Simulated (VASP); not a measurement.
# YB26P27 (a cell with a defect) in VASP: notebook

YB26P27 (a cell with a defect) is run at these levels: PBE; tasks: single point, relaxation of the atoms.

Program: VASP 6.6.1. These are calculated values, not measurements. Logs are shortened: lines on timing, memory, paths and dates and some standing lists are left out, and cuts for length are marked.

### Step 1. The cell of the first run

The cell holds a defect, 54 atoms: a = 9.627 Å, b = 9.627 Å, c = 9.627 Å, α = 60.00°, β = 60.00°, γ = 60.00°.

### Step 2. Single point, PBE

INCAR reads:

```
SYSTEM = YB26P27
PREC = Accurate ; ENCUT = 520
EDIFF = 1E-7 ; ISMEAR = -1
SIGMA = 0.01 ; LREAL = Auto
LASPH = .TRUE. ; NELM = 60
ALGO = Normal ; ISIF = 2
LWAVE = .FALSE. ; LCHARG = .TRUE.
GGA = PE ; LELF = .TRUE.
LVHAR = .TRUE. ; NBANDS = 145
LUSENCCL = .FALSE.
```

KPOINTS reads:

```
Automatic mesh
0
G
  3 3 3
  0 0 0
```

POSCAR reads:

```
YB26P27
1.0
    0.0000000000      6.8070000000      6.8070000000
    6.8070000000      0.0000000000      6.8070000000
    6.8070000000      6.8070000000      0.0000000000
Y B P
1 26 27
Direct
    0.0000000000      0.0000000000      0.0000000000
   -0.0015371474     -0.0015371474      0.3399284933
   -0.0015371474     -0.0015371474      0.6631458015
   -0.0015371474      0.3399284933     -0.0015371474
   -0.0009280602      0.3336426867      0.3336426867
   -0.0015371474      0.3399284933      0.6631458015
   -0.0015371474      0.6631458015     -0.0015371474
   -0.0015371474      0.6631458015      0.3399284933
    0.0001914981      0.6666028340      0.6666028340
    0.3399284933     -0.0015371474     -0.0015371474
    0.3336426867     -0.0009280602      0.3336426867
    0.3399284933     -0.0015371474      0.6631458015
    0.3336426867      0.3336426867     -0.0009280602
    0.3336426867      0.3336426867      0.3336426867
    0.3334933179      0.3334933179      0.6665066821
    0.3399284933      0.6631458015     -0.0015371474
    0.3334933179      0.6665066821      0.3334933179
    0.3334933179      0.6665066821      0.6665066821
    0.6631458015     -0.0015371474     -0.0015371474
    0.6631458015     -0.0015371474      0.3399284933
    0.6666028340      0.0001914981      0.6666028340
    0.6631458015      0.3399284933     -0.0015371474
    0.6665066821      0.3334933179      0.3334933179
    0.6665066821      0.3334933179      0.6665066821
    0.6666028340      0.6666028340      0.0001914981
    0.6665066821      0.6665066821      0.3334933179
    0.6666028340      0.6666028340      0.6666028340
    0.1041154054      0.1041154054      0.1041154054
    0.0813493157      0.0813493157      0.4186506843
    0.1041154054      0.1041154054      0.6876537839
    0.0813493157      0.4186506843      0.0813493157
    0.0813493157      0.4186506843      0.4186506843
    0.0839054004      0.4165991437      0.7497477279
    0.1041154054      0.6876537839      0.1041154054
    0.0839054004      0.7497477279      0.4165991437
    0.0839054004      0.7497477279      0.7497477279
    0.4186506843      0.0813493157      0.0813493157
    0.4186506843      0.0813493157      0.4186506843
    0.4165991437      0.0839054004      0.7497477279
    0.4186506843      0.4186506843      0.0813493157
    0.4166647816      0.4166647816      0.4166647816
    0.4166647816      0.4166647816      0.7500056552
    0.4165991437      0.7497477279      0.0839054004
    0.4166647816      0.7500056552      0.4166647816
    0.4165991437      0.7497477279      0.7497477279
    0.6876537839      0.1041154054      0.1041154054
    0.7497477279      0.0839054004      0.4165991437
    0.7497477279      0.0839054004      0.7497477279
    0.7497477279      0.4165991437      0.0839054004
    0.7500056552      0.4166647816      0.4166647816
    0.7497477279      0.4165991437      0.7497477279
    0.7497477279      0.7497477279      0.0839054004
    0.7497477279      0.7497477279      0.4165991437
    0.7500000000      0.7500000000      0.7500000000
```

Potentials or basis: VASP PAW PBE potentials, release 64 (Y_sv, B, P).

Launch:

```
cat potpaw_PBE.64/Y_sv/POTCAR potpaw_PBE.64/B/POTCAR potpaw_PBE.64/P/POTCAR > POTCAR
mpirun -np 1 vasp_std > vasp.out
```

OUTCAR:

```text
SYSTEM = YB26P27
   PREC = Accurate
   ENCUT = 520
   EDIFF = 1E-7
   ISMEAR = -1
   LREAL = Auto
   LASPH = .TRUE.
   NELM = 60
   ISIF = 2
   GGA = PE

 ion  position               nearest neighbor table
   1  0.000  0.000  0.000-  30 2.46  34 2.46  46 2.46  28 2.46   4 3.26  10 3.26  12 3.26  16 3.26
                            19 3.26  20 3.26  22 3.26   6 3.26   7 3.26   8 3.26   2 3.26   3 3.26
   2  0.998  0.998  0.340-  28 1.91  29 1.92  35 1.96  47 1.96   1 3.26
   3  0.998  0.998  0.663-  30 1.91  29 1.92  36 1.96  48 1.96   1 3.26
   4  0.998  0.340  0.998-  28 1.91  31 1.92  49 1.96  33 1.96   1 3.26
   5  0.999  0.334  0.334-  50 1.96  31 1.98  29 1.98  32 1.98
   6  0.998  0.340  0.663-  30 1.91  32 1.92  33 1.96  51 1.96   1 3.26
   7  0.998  0.663  0.998-  34 1.91  31 1.92  36 1.96  52 1.96   1 3.26
   8  0.998  0.663  0.340-  34 1.91  32 1.92  35 1.96  53 1.96   1 3.26
   9  0.000  0.667  0.667-  36 1.97  35 1.97  33 1.97  54 1.97
  10  0.340  0.998  0.998-  28 1.91  37 1.92  43 1.96  39 1.96   1 3.26
  11  0.334  0.999  0.334-  44 1.96  37 1.98  29 1.98  38 1.98
  12  0.340  0.998  0.663-  30 1.91  38 1.92  39 1.96  45 1.96   1 3.26
  13  0.334  0.334  0.999-  42 1.96  37 1.98  31 1.98  40 1.98
  14  0.334  0.334  0.334-  41 1.96  38 1.98  40 1.98  32 1.98
  15  0.333  0.333  0.667-  33 1.96  39 1.96  42 1.96  41 1.96
  16  0.340  0.663  0.998-  34 1.91  40 1.92  43 1.96  45 1.96   1 3.26
  17  0.333  0.667  0.333-  43 1.96  35 1.96  44 1.96  41 1.96
  18  0.333  0.667  0.667-  45 1.96  36 1.96  44 1.96  42 1.96
[... 22 lines left out ...]
  41  0.417  0.417  0.417-  14 1.96  15 1.96  17 1.96  23 1.96
  42  0.417  0.417  0.750-  13 1.96  15 1.96  18 1.96  24 1.96
  43  0.417  0.750  0.084-  16 1.96  10 1.96  17 1.96  25 1.97
  44  0.417  0.750  0.417-  11 1.96  17 1.96  18 1.96  26 1.96
  45  0.417  0.750  0.750-  16 1.96  12 1.96  18 1.96  27 1.97
  46  0.688  0.104  0.104-  20 1.91  22 1.91  19 1.91   1 2.46  38 2.83  40 2.83  37 2.83
  47  0.750  0.084  0.417-  20 1.96   2 1.96  23 1.96  21 1.97
  48  0.750  0.084  0.750-   3 1.96  19 1.96  24 1.96  21 1.97
  49  0.750  0.417  0.084-  22 1.96   4 1.96  23 1.96  25 1.97
  50  0.750  0.417  0.417-   5 1.96  23 1.96  24 1.96  26 1.96
  51  0.750  0.417  0.750-  22 1.96   6 1.96  24 1.96  27 1.97
  52  0.750  0.750  0.084-   7 1.96  19 1.96  26 1.96  25 1.97
  53  0.750  0.750  0.417-   8 1.96  20 1.96  26 1.96  27 1.97
  54  0.750  0.750  0.750-  27 1.97  21 1.97  25 1.97   9 1.97

  LATTYP: Found a face centered cubic cell.
 ALAT       =    13.6140000000

  Lattice vectors:

 A1 = (   0.0000000000,   6.8070000000,   6.8070000000)
 A2 = (   6.8070000000,   0.0000000000,   6.8070000000)
 A3 = (   6.8070000000,   6.8070000000,   0.0000000000)

Analysis of symmetry for initial positions (statically):
=====================================================================
 Subroutine PRICEL returns:
 Original cell was already a primitive cell.

 Routine SETGRP: Setting up the symmetry group for a
 face centered cubic supercell.

 Subroutine GETGRP returns: Found 24 space group operations
 (whereof 24 operations were pure point group operations)
 out of a pool of 48 trial point group operations.

The static configuration has the point symmetry T_d .

Analysis of symmetry for dynamics (positions and initial velocities):
=====================================================================
 Subroutine PRICEL returns:
 Original cell was already a primitive cell.

 Routine SETGRP: Setting up the symmetry group for a
 face centered cubic supercell.

 Subroutine GETGRP returns: Found 24 space group operations
 (whereof 24 operations were pure point group operations)
 out of a pool of 48 trial point group operations.

The dynamic configuration has the point symmetry T_d .

 Subroutine INISYM returns: Found 24 space group operations
 (whereof 24 operations are pure point group operations),
 and found     1 'primitive' translations

----------------------------------------------------------------------------------------

[... 41 lines left out ...]
   POTIM  = 0.5000    time-step for ionic-motion
   TEBEG  =    0.0;   TEEND  =   0.0 temperature during run
   PSTRESS=    0.0 pullay stress
   NELECT =     224.0000    total number of electrons
   NUPDOWN=      -1.0000    fix difference up-down
   EMIN   =  10.00;   EMAX   =-10.00  energy-range for DOS
   EFERMI =   0.00;   METHOD = LEGACY
   ISMEAR =    -1;   SIGMA  =   0.01  broadening in eV -4-tet -1-fermi 0-gaus
   EFERMI_NEDOS =   21; number of points for ismear=-14 and -15
   IALGO  =     38    algorithm
   IMIX   =      4    mixing-type and parameters
     AMIX     =   0.40;   BMIX     =  1.00
     AMIX_MAG =   1.60;   BMIX_MAG =  1.00
  volume/ion in A,a.u.               =      11.68        78.83
  Fermi-wavevector in a.u.,A,eV,Ry     =   1.159289  2.190739 18.285567  1.343951
  Thomas-Fermi vector in A             =   2.295883
   LORBIT       =      0    0 simple, 1 ext, 2 COOP (PROOUT), +10 PAW based schemes
   GGA     = PE    functional components
   LHFCALC =     F    Hartree Fock is set to
   AEXX    =    0.0000 exact exchange contribution
   IVDW    =     0    specifies the selected vdW correction
   LEPSILON=     F    determine dielectric tensor
   LRPA    =     F    only Hartree local field effects (RPA)
 non-spin polarized calculation
  energy-cutoff  :      520.00
  volume of cell :      630.81
 maximum number of plane-waves:     17033
   NGX = 35   NGY = 35   NGZ = 35

 number of electron     224.0000002 magnetization

 Free energy of the ion-electron system (eV)
  ---------------------------------------------------
  ext. energy  EPLUGINS =         0.00000000
  ---------------------------------------------------
  free energy    TOTEN  =      -342.65451085 eV

  energy without entropy =     -342.65451085  energy(sigma->0) =     -342.65451085

 E-fermi :   8.2652     XC(G=0): -11.0008

 val. band max:        8.0009699006   @ k =  -0.3333   0.3333   0.0000
 cond. band min:       8.7878635516   @ k =   0.0000   0.0000   0.0000
 fundamental gap:      0.7868936510
 Fermi energy:         8.2651953465

 k-point     1 :       0.0000    0.0000    0.0000
  band No.  band energies     occupation
      1     -33.5149      2.00000
      2     -13.8742      2.00000
      3     -13.8742      2.00000
      4     -13.8742      2.00000
      5      -7.9804      2.00000
      6      -6.2477      2.00000
[... 497 lines left out ...]
    123      10.6870      0.00000
    124      10.8050      0.00000
 [bands above 124 left out]

------------------------ aborting loop because EDIFF is reached ----------------------------------------

  FORCE on cell =-STRESS in cart. coord.  units (eV):
  Direction    XX          YY          ZZ          XY          YZ          ZX
  --------------------------------------------------------------------------------------
  -------------------------------------------------------------------------------------
  Total       29.1246171     29.1246171     29.1246171      0.0000000     -0.0000000      0.0000000
  in kB       73.9730557     73.9730557     73.9730557      0.0000000     -0.0000000      0.0000000
  external PRESSURE =      73.9730557 kB  Pullay stress =       0.0000000 kB

 VOLUME and BASIS-vectors are now :
 -----------------------------------------------------------------------------
  energy-cutoff  :      520.00
  volume of cell :      630.81
      direct lattice vectors                 reciprocal lattice vectors
     0.000000000  6.807000000  6.807000000    -0.073453798  0.073453798  0.073453798
     6.807000000  0.000000000  6.807000000     0.073453798 -0.073453798  0.073453798
     6.807000000  6.807000000  0.000000000     0.073453798  0.073453798 -0.073453798

 POSITION                                       TOTAL-FORCE (eV/Angst)
 -----------------------------------------------------------------------------------
      0.00000      0.00000      0.00000        -0.000000     -0.000000     -0.000000
      9.11043      9.11043     13.59307        -0.005620     -0.005620      0.009011
     11.31057     11.31057     13.59307         0.005620      0.005620      0.009011
      9.11043     13.59307      9.11043        -0.005620      0.009011     -0.005620
      4.54221      9.07179      9.07179        -0.003775      0.003775      0.003775
      6.82793     11.31057      9.11043        -0.009011      0.005620     -0.005620
[... 46 lines left out ...]
      7.93932      7.93932     10.20707         0.003029      0.003029      0.003613
     10.21050     10.21050     10.21050        -0.000000     -0.000000     -0.000000
 -----------------------------------------------------------------------------------
    total drift:                                0.000003      0.000003      0.000004

  FREE ENERGIE OF THE ION-ELECTRON SYSTEM (eV)
  ---------------------------------------------------
  free  energy   TOTEN  =      -342.6545108499 eV

  energy  without entropy=     -342.6545108499  energy(sigma->0) =     -342.65451085
```

It took 2.2 min on 1 × NVIDIA H100 80GB with 1 thread of AMD EPYC 7R13 (Zen 3), shared host; peak memory 1.7 GiB.

What came out:

```
Free energy            : -342.6545 eV
Pressure               : 7.4 GPa
Largest force          : 0.012 eV/Å
Band gap on the k mesh : 0.79 eV
```

Forces in eV/Å, atoms in the order of the input:
```
Y    0.000  0.000  0.000
B   -0.006 -0.006  0.009
B    0.006  0.006  0.009
B   -0.006  0.009 -0.006
B   -0.004  0.004  0.004
B   -0.009  0.006 -0.006
B    0.006  0.009  0.006
B   -0.009 -0.006  0.006
B   -0.001  0.001  0.001
B    0.009 -0.006 -0.006
B    0.004 -0.004  0.004
B    0.006 -0.009 -0.006
B    0.004  0.004 -0.004
B   -0.004 -0.004 -0.004
B    0.000  0.000  0.005
B    0.006 -0.006 -0.009
B    0.000  0.005  0.000
B   -0.005  0.000  0.000
B    0.009  0.006  0.006
B   -0.006 -0.009  0.006
B    0.001 -0.001  0.001
B   -0.006  0.006 -0.009
B    0.005  0.000  0.000
B    0.000 -0.005  0.000
B    0.001  0.001 -0.001
B    0.000  0.000 -0.005
B   -0.001 -0.001 -0.001
P   -0.006 -0.006 -0.006
P    0.000  0.000  0.001
P    0.006  0.006 -0.006
P    0.000  0.001  0.000
P   -0.001  0.000  0.000
P    0.003 -0.003 -0.004
P    0.006 -0.006  0.006
P    0.003 -0.004 -0.003
P    0.004 -0.003 -0.003
P    0.001  0.000  0.000
P    0.000 -0.001  0.000
P   -0.003  0.003 -0.004
P    0.000  0.000 -0.001
P    0.000  0.000  0.000
P    0.000  0.000  0.000
P   -0.003 -0.004  0.003
P    0.000  0.000  0.000
P    0.004  0.003  0.003
P   -0.006  0.006  0.006
P   -0.004  0.003 -0.003
P   -0.003  0.004 -0.003
P   -0.004 -0.003  0.003
P    0.000  0.000  0.000
P    0.003  0.004  0.003
P   -0.003 -0.003  0.004
P    0.003  0.003  0.004
P    0.000  0.000  0.000
```

Levels at points of the mesh, in eV from the valence-band top:
| k point | band 108 | band 109 | band 110 | band 111 | band 112 | band 113 | band 114 | band 115 | band 116 | band 117 |
| --- | --- | --- | --- | --- | --- | --- | --- | --- | --- | --- |
| (0.00, 0.00, 0.00) | -1.15 | -1.15 | -0.28 | -0.28 | -0.28 | 0.79 | 0.79 | 1.15 | 1.32 | 1.32 |

Caveat: semilocal functionals underestimate gaps, and a narrow one can read as zero.

(Part 1 of 2 ends here.)
